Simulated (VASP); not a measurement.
# Pt (C2/m) in VASP: single point with PBE

Aim: the single point of Pt with PBE.

All numbers are computed with VASP 6.6.1; they aren't measurements. Logs are shortened: lines on timing, memory, paths and dates and some standing lists are left out, and cuts for length are marked.

### Step 1. The cell of the first run

Symmetry: C2/m, No. 12, monoclinic system. The conventional cell has a = 4.862 Å, b = 2.807 Å, c = 4.862 Å, α = 90.00°, β = 109.47°, γ = 90.00°. Within 3.6 Å of Pt (site symmetry m) lie 12 Pt at 2.76 to 2.86 Å.

### Step 2. Single point, PBE (atoms displaced along a vibrational mode)

INCAR reads:

```
SYSTEM = Pt
PREC     = Accurate       ! precision mode
ENCUT    = 500            ! plane-wave cutoff, eV
EDIFF    = 1E-6           ! SCF threshold, eV
ISMEAR   = 0              ! smearing method
SIGMA    = 0.15           ! smearing width, eV
LREAL    = .FALSE.        ! projectors in reciprocal space
LASPH    = .TRUE.         ! aspherical terms in the spheres
NELM     = 120            ! most SCF steps
ALGO     = Normal         ! electronic algorithm
ISIF     = 2              ! what is computed and relaxed
LWAVE    = .FALSE.        ! write WAVECAR
LCHARG   = .FALSE.        ! write CHGCAR
GGA      = PE             ! functional
NBANDS   = 17             ! bands
GGA_COMPAT= .FALSE.
```

KPOINTS reads:

```
regular mesh
0
G
  24 24 24
  0 0 0
```

POSCAR reads:

```
Pt
1.0
    0.0000000000     -1.9850550544     -1.9850550544
   -1.9850550544      0.0000000000     -1.9850550544
    1.9850550544      1.9850550544     -3.9701101089
Pt
2
Direct
    0.5092547423      0.5092547423      0.5000000000
   -0.0092547423     -0.0092547423      0.0000000000
```

Potentials or basis: VASP PAW PBE potentials, release 64 (Pt).

The run is started by

```sh
$ cat potpaw_PBE.64/Pt/POTCAR > POTCAR
$ mpirun -np 1 vasp_std > vasp.out
```

OUTCAR:

```text
SYSTEM = Pt
   PREC = Accurate
   ENCUT = 500
   EDIFF = 1E-6
   ISMEAR = 0
   LREAL = .FALSE.
   LASPH = .TRUE.
   NELM = 120
   ISIF = 2
   GGA = PE

 ion  position               nearest neighbor table
   1  0.509  0.509  0.500-   2 2.76   2 2.78   2 2.78   2 2.83   2 2.83   2 2.86
   2  0.991  0.991  0.000-   1 2.76   1 2.78   1 2.78   1 2.83   1 2.83   1 2.86

  LATTYP: Found a trigonal (rhomboedric) cell.
 ALAT       =     4.8623719947
 COS(alpha) =     0.8333333333

  Lattice vectors:

 A1 = (   1.9850550544,   3.9701101088,  -1.9850550545)
 A2 = (   3.9701101088,   1.9850550544,  -1.9850550545)
 A3 = (   1.9850550544,   1.9850550544,  -3.9701101089)

Analysis of symmetry for initial positions (statically):
=====================================================================
 Subroutine PRICEL returns:
 Original cell was already a primitive cell.

 Routine SETGRP: Setting up the symmetry group for a
 trigonal (rhombohedral) supercell.

 Subroutine GETGRP returns: Found  4 space group operations
 (whereof  2 operations were pure point group operations)
 out of a pool of 12 trial point group operations.

The static configuration has the point symmetry C_1h.
 The point group associated with its full space group is C_2h.

Analysis of symmetry for dynamics (positions and initial velocities):
=====================================================================
 Subroutine PRICEL returns:
 Original cell was already a primitive cell.

 Routine SETGRP: Setting up the symmetry group for a
 trigonal (rhombohedral) supercell.

 Subroutine GETGRP returns: Found  4 space group operations
 (whereof  2 operations were pure point group operations)
 out of a pool of 12 trial point group operations.

The dynamic configuration has the point symmetry C_1h.
 The point group associated with its full space group is C_2h.

 Subroutine INISYM returns: Found  4 space group operations
 (whereof  2 operations are pure point group operations),
 and found     1 'primitive' translations

----------------------------------------------------------------------------------------

                                     Primitive cell

  volume of cell :      31.2880

  direct lattice vectors                    reciprocal lattice vectors
     0.000000000 -1.985055054 -1.985055054     0.125941091 -0.377823274 -0.125941091
    -1.985055054  0.000000000 -1.985055054    -0.377823274  0.125941091 -0.125941091
     1.985055054  1.985055054 -3.970110109     0.125941091  0.125941091 -0.125941091

  length of vectors
     2.807291780  2.807291780  4.862371995     0.417699346  0.417699346  0.218136369

  position of ions in fractional coordinates (direct lattice)
     0.509254742  0.509254742  0.500000000
     0.990745258  0.990745258  0.000000000

  ion indices of the primitive-cell ions
   primitive index   ion index
                 1           1
                 2           2

----------------------------------------------------------------------------------------

 KPOINTS: regular mesh

Automatic generation of k-mesh.
 Grid dimensions read from file:
 generate k-points for:   24   24   24

 Generating k-lattice:

  Cartesian coordinates                     Fractional coordinates (reciprocal lattice)
     0.005247545 -0.015742636 -0.005247545     0.041666667  0.000000000  0.000000000
    -0.015742636  0.005247545 -0.005247545     0.000000000  0.041666667  0.000000000
     0.005247545  0.005247545 -0.005247545     0.000000000  0.000000000  0.041666667

  Length of vectors
     0.017404139  0.017404139  0.009089015

  Shift w.r.t. Gamma in fractional coordinates (k-lattice)
     0.000000000  0.000000000  0.000000000

 Subroutine IBZKPT returns following result:
 ===========================================

 Found   3614 irreducible k-points:

 Following reciprocal coordinates:
            Coordinates               Weight
  0.000000  0.000000  0.000000      1.000000
  0.041667  0.000000  0.000000      4.000000
 -0.041667 -0.041667 -0.041667      2.000000
  0.083333  0.000000  0.000000      4.000000
 -0.083333 -0.083333 -0.083333      2.000000
  0.125000  0.000000  0.000000      4.000000
[... 16 lines left out ...]
 -0.458333 -0.458333 -0.458333      2.000000
  0.500000  0.000000  0.000000      2.000000
 [... further k-points ...]
   k-points           NKPTS =   3614   k-points in BZ     NKDIM =   3614   number of bands    NBANDS=     17
   number of dos      NEDOS =    301   number of ions     NIONS =      2
   total plane-waves  NPLWV =  14400
   dimension x,y,z NGX =    20 NGY =   20 NGZ =   36
   dimension x,y,z NGXF=    40 NGYF=   40 NGZF=   72
   ions per type =               2
   NGX,Y,Z   is equivalent  to a cutoff of  11.84, 11.84, 12.31 a.u.
   NGXF,Y,Z  is equivalent  to a cutoff of  23.69, 23.69, 24.62 a.u.
 SYSTEM =  Pt
   PREC   = accura    normal or accurate (medium, high low for compatibility)
   ISTART =      0    job   : 0-new  1-cont  2-samecut
   ICHARG =      2    charge: 1-file 2-atom 10-const
   ISPIN  =      1    spin polarized calculation?
   LNONCOLLINEAR =      F non collinear calculations
   LSORBIT =      F    spin-orbit coupling
   LASPH  =      T    aspherical Exc in radial PAW
   ENCUT  =  500.0 eV  36.75 Ry    6.06 a.u.   5.12  5.12  8.87*2*pi/ulx,y,z
   NELM   =    120;   NELMIN=  2; NELMDL= -5     # of ELM steps
   EDIFF  = 0.1E-05   stopping-criterion for ELM
   LREAL  =      F    real-space projection
   EDIFFG = 0.1E-04   stopping-criterion for IOM
   NSW    =      0    number of steps for IOM
   IBRION =     -1    ionic relax: 0-MD 1-quasi-New 2-CG
   NFREE  =      0    steps in history (QN), initial steepest desc. (CG)
   ISIF   =      2    stress and relaxation
   ISYM   =      2    0-nonsym 1-usesym 2-fastsym
   POTIM  = 0.5000    time-step for ionic-motion
   TEBEG  =    0.0;   TEEND  =   0.0 temperature during run
   PSTRESS=    0.0 pullay stress
   NELECT =      20.0000    total number of electrons
   NUPDOWN=      -1.0000    fix difference up-down
   EMIN   =  10.00;   EMAX   =-10.00  energy-range for DOS
   EFERMI =   0.00;   METHOD = LEGACY
   ISMEAR =     0;   SIGMA  =   0.15  broadening in eV -4-tet -1-fermi 0-gaus
   EFERMI_NEDOS =   21; number of points for ismear=-14 and -15
   IALGO  =     38    algorithm
   IMIX   =      4    mixing-type and parameters
     AMIX     =   0.40;   BMIX     =  1.00
     AMIX_MAG =   1.60;   BMIX_MAG =  1.00
  volume/ion in A,a.u.               =      15.64       105.57
  Fermi-wavevector in a.u.,A,eV,Ry     =   1.410238  2.664963 27.058858  1.988770
  Thomas-Fermi vector in A             =   2.532212
   LORBIT       =      0    0 simple, 1 ext, 2 COOP (PROOUT), +10 PAW based schemes
   GGA     = PE    functional components
   LHFCALC =     F    Hartree Fock is set to
   AEXX    =    0.0000 exact exchange contribution
   IVDW    =     0    specifies the selected vdW correction
   LEPSILON=     F    determine dielectric tensor
   LRPA    =     F    only Hartree local field effects (RPA)
 non-spin polarized calculation
 Gauss-broadening in eV      SIGMA  =   0.15
  energy-cutoff  :      500.00
  volume of cell :       31.29
 maximum number of plane-waves:       814
   NGX = 11   NGY = 11   NGZ = 17

 number of electron      19.9999998 magnetization

 Free energy of the ion-electron system (eV)
  ---------------------------------------------------
  ext. energy  EPLUGINS =         0.00000000
  ---------------------------------------------------
  free energy    TOTEN  =       -12.20742971 eV

  energy without entropy =      -12.16191929  energy(sigma->0) =      -12.18467450

 E-fermi :  10.5683     XC(G=0): -13.2707

 val. band max:       10.5681030457   @ k =  -0.4583   0.5000   0.1667
 cond. band min:      10.5685155364   @ k =  -0.4167   0.4583   0.0833
 fundamental gap:      0.0004124907
 Fermi energy:        10.5683084337

 k-point     1 :       0.0000    0.0000    0.0000
  band No.  band energies     occupation
      1       0.7642      2.00000
      2       3.6292      2.00000
      3       6.9496      2.00000
      4       6.9589      2.00000
      5       6.9861      2.00000
      6       7.0126      2.00000
[... 9 lines left out ...]
     16      29.3270      0.00000
     17      29.3650      0.00000

 k-point     2 :       0.0417    0.0000    0.0000
  band No.  band energies     occupation
      1       0.8263      2.00000
      2       3.6833      2.00000
      3       6.9089      2.00000
      4       6.9772      2.00000
      5       7.0007      2.00000
      6       7.0148      2.00000
[... 9 lines left out ...]
     16      29.0956      0.00000
     17      29.3076      0.00000

 k-point     3 :      -0.0417   -0.0417   -0.0417
  band No.  band energies     occupation
      1       0.8263      2.00000
      2       3.6833      2.00000
      3       6.9154      2.00000
      4       6.9742      2.00000
      5       6.9917      2.00000
      6       7.0273      2.00000
[... 9 lines left out ...]
     16      29.1235      0.00000
     17      29.2997      0.00000

 k-point     4 :       0.0833    0.0000    0.0000
  band No.  band energies     occupation
      1       1.0108      2.00000
      2       3.8419      2.00000
      3       6.7897      2.00000
      4       6.8781      2.00000
      5       7.0949      2.00000
      6       7.1248      2.00000
[... 9 lines left out ...]
     16      28.4621      0.00000
     17      28.9747      0.00000

 k-point     5 :      -0.0833   -0.0833   -0.0833
  band No.  band energies     occupation
      1       1.0106      2.00000
      2       3.8420      2.00000
      3       6.7966      2.00000
      4       6.8769      2.00000
      5       7.1065      2.00000
      6       7.1127      2.00000
[... 9 lines left out ...]
     16      28.4800      0.00000
     17      29.1294      0.00000

 k-point     6 :       0.1250    0.0000    0.0000
  band No.  band energies     occupation
      1       1.3109      2.00000
      2       4.0928      2.00000
      3       6.6135      2.00000
      4       6.7243      2.00000
      5       7.2224      2.00000
      6       7.2682      2.00000
[... 9 lines left out ...]
     16      27.6721      0.00000
     17      28.1935      0.00000

 k-point     7 :      -0.1250   -0.1250   -0.1250
  band No.  band energies     occupation
      1       1.3105      2.00000
      2       4.0930      2.00000
      3       6.6211      2.00000
      4       6.7237      2.00000
      5       7.2365      2.00000
      6       7.2566      2.00000
[... 9 lines left out ...]
     16      27.6732      0.00000
     17      28.2730      0.00000

 k-point     8 :       0.1667    0.0000    0.0000
  band No.  band energies     occupation
      1       1.7146      2.00000
      2       4.4109      2.00000
      3       6.4112      2.00000
      4       6.5354      2.00000
      5       7.3757      2.00000
      6       7.4322      2.00000
[... 9 lines left out ...]
     16      27.3390      0.00000
     17      27.3483      0.00000
[... 203 lines left out ...]
      1       4.1863      2.00000
      2       4.9447      2.00000
      3       5.7752      2.00000
      4       5.9134      2.00000
      5       6.9802      2.00000
      6       7.3115      2.00000
[... 9 lines left out ...]
     16      26.4615      0.00000
     17      27.0368      0.00000

 k-point    20 :       0.4167    0.0000   -0.0000
  band No.  band energies     occupation
      1       4.4371      2.00000
      2       4.8348      2.00000
      3       5.7494      2.00000
      4       5.8707      2.00000
      5       6.9321      2.00000
      6       7.3512      2.00000
[... 9 lines left out ...]
     16      25.8415      0.00000
     17      26.4881      0.00000

 k-point    21 :      -0.4167   -0.4167   -0.4167
  band No.  band energies     occupation
      1       4.4232      2.00000
      2       4.8429      2.00000
      3       5.6981      2.00000
      4       5.8982      2.00000
      5       6.9919      2.00000
      6       7.4059      2.00000
[... 9 lines left out ...]
     16      26.0817      0.00000
     17      26.3709      0.00000

 k-point    22 :       0.4583    0.0000    0.0000
  band No.  band energies     occupation
      1       4.5670      2.00000
      2       4.7450      2.00000
      3       5.7115      2.00000
      4       5.8477      2.00000
      5       7.0499      2.00000
      6       7.3354      2.00000
[... 9 lines left out ...]
     16      25.3787      0.00000
     17      25.8474      0.00000

 k-point    23 :      -0.4583   -0.4583   -0.4583
  band No.  band energies     occupation
      1       4.5480      2.00000
      2       4.7575      2.00000
      3       5.6497      2.00000
      4       5.8866      2.00000
      5       7.1095      2.00000
      6       7.4003      2.00000
[... 9 lines left out ...]
     16      25.5388      0.00000
     17      25.8765      0.00000

 k-point    24 :       0.5000    0.0000    0.0000
  band No.  band energies     occupation
      1       4.6299      2.00000
      2       4.6874      2.00000
      3       5.7042      2.00000
      4       5.8293      2.00000
      5       7.1849      2.00000
      6       7.2474      2.00000
[... 9 lines left out ...]
     16      24.6235      0.00000
     17      25.7693      0.00000

 [... further k-points ...]

------------------------ aborting loop because EDIFF is reached ----------------------------------------

  FORCE on cell =-STRESS in cart. coord.  units (eV):
  Direction    XX          YY          ZZ          XY          YZ          ZX
  --------------------------------------------------------------------------------------
  -------------------------------------------------------------------------------------
  Total       -0.0149624     -0.0149624     -0.0738915      0.0640673     -0.0300931     -0.0300932
  in kB       -0.7661856     -0.7661856     -3.7837934      3.2807214     -1.5409905     -1.5409933
  external PRESSURE =      -1.7720548 kB  Pullay stress =       0.0000000 kB

 VOLUME and BASIS-vectors are now :
 -----------------------------------------------------------------------------
  energy-cutoff  :      500.00
  volume of cell :       31.29
      direct lattice vectors                 reciprocal lattice vectors
     0.000000000 -1.985055054 -1.985055054     0.125941091 -0.377823274 -0.125941091
    -1.985055054  0.000000000 -1.985055054    -0.377823274  0.125941091 -0.125941091
     1.985055054  1.985055054 -3.970110109     0.125941091  0.125941091 -0.125941091

 POSITION                                       TOTAL-FORCE (eV/Angst)
 -----------------------------------------------------------------------------------
     -0.01837     -0.01837     -4.00685         0.103265      0.103265      0.201007
     -1.96668     -1.96668     -3.93337        -0.103265     -0.103265     -0.201007
 -----------------------------------------------------------------------------------
    total drift:                               -0.000000     -0.000000     -0.000000

  FREE ENERGIE OF THE ION-ELECTRON SYSTEM (eV)
  ---------------------------------------------------
  free  energy   TOTEN  =       -12.2074297094 eV

  energy  without entropy=      -12.1619192902  energy(sigma->0) =      -12.18467450
```

Wall time 8.1 min (1 thread of Intel Xeon 6975P-C (Granite Rapids), shared host); peak memory 1.4 GiB.

What came out:

```
Free energy            : -12.2074 eV
Pressure               : -0.2 GPa
Largest force          : 0.248 eV/Å
Band gap on the k mesh : zero (bands 10 and 11 overlap by 1.69 eV)
```

Forces in eV/Å, atoms in the order of the input:
```
Pt   0.103  0.103  0.201
Pt  -0.103 -0.103 -0.201
```

Caveat: the cell differs from its parent crystal (atoms displaced along a vibrational mode); spin-orbit coupling is left out, which moves the levels of the heavy elements.
